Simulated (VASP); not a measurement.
Here is a VASP 6.6.1 calculation.

The input INCAR:

```
PREC     = Accurate       # precision mode
ENCUT    = 520            # plane-wave cutoff, eV
EDIFF    = 1E-8           # SCF threshold, eV
ISMEAR   = -1             # smearing method
SIGMA    = 0.08           # smearing width, eV
LREAL    = False          # projectors in reciprocal space
LASPH    = True           # aspherical terms in the spheres
NELM     = 60             # most SCF steps
ALGO     = Normal         # electronic algorithm
ISIF     = 2              # what is computed and relaxed
LWAVE    = False          # write WAVECAR
LCHARG   = False          # write CHGCAR
GGA      = PE             # functional
LEFG     = True         
NBANDS   = 16             # bands
```

Contents of KPOINTS:

```
Automatic mesh
0
Gamma
  9 9 6
```

The input POSCAR:

```
Te
1.0
    4.5166640738      0.0000000000      0.0000000000
   -2.2583320370      3.9115458283      0.0000000000
    0.0000000000      0.0000000000      6.0029694676
Te
3
Direct
    0.7450000000      0.0000000000      0.3333333333
    0.0000000000      0.7450000000      0.6666666667
    0.2550000000      0.2550000000      0.0000000000
```

Potentials or basis: VASP PAW PBE potentials, release 64 (Te).

Command:

```sh
$ cat potpaw_PBE.64/Te/POTCAR > POTCAR
$ mpirun -np 1 vasp_std > vasp.out
```

Problem. Estimate the pressure.

Solution. 1.1 GPa.

Problem. Estimate the band gap on the k mesh.

Solution. 0.15 eV.

Problem. What does it give for the largest force?

Solution. 0.361 eV/Å.

Forces in eV/Å, atoms in the order of the input:
```
Te  -0.361  0.000  0.000
Te   0.181 -0.313  0.000
Te   0.181  0.313  0.000
```

Caveat: without QUAD_EFG the Cq values of the log hold for a quadrupole moment of 1 mb, not for the nuclei; spin-orbit coupling is left out, which moves the levels of the heavy elements. A k mesh can miss the band edges.
